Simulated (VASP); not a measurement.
Runs of VASP 6.6.1 on SnO2. The structure is that of space group P4_2/mnm (No. 136), or close to it. The cells are those of the table. 

```csv
cell,gap on the mesh (eV),pressure (GPa),largest force (eV/Å)
"a = 4.849, b = 4.849, c = 3.068 Å, 6 atoms",1.22,5.8,0.03
"a = 4.795, b = 4.795, c = 3.164 Å, 6 atoms",1.02,2.2,0.02
"a = 4.804, b = 4.804, c = 3.116 Å, 6 atoms",1.21,5.6,(b)
"a = 4.822, b = 4.822, c = 3.068 Å, 6 atoms",1.35,(a),(c)
```

Alike in all rows: task single point; level PBEsol; potentials or basis VASP PAW PBE potentials, release 64 (Sn_d, O); no spin polarisation; k mesh 6 × 6 × 8; cutoff (eV) 520; smearing gaussian 0.02 eV.

Problem. Estimate the missing entries.

Solution. (a) 8.3; (b) 0.14; (c) 0.18.

Caveats: the PAW data sets were made with another functional, which shifts forces and pressure a little; spin-orbit coupling is left out, which moves the levels of the heavy elements.

A k mesh can miss the band edges, and the runs leave out spin-orbit coupling on Sn.
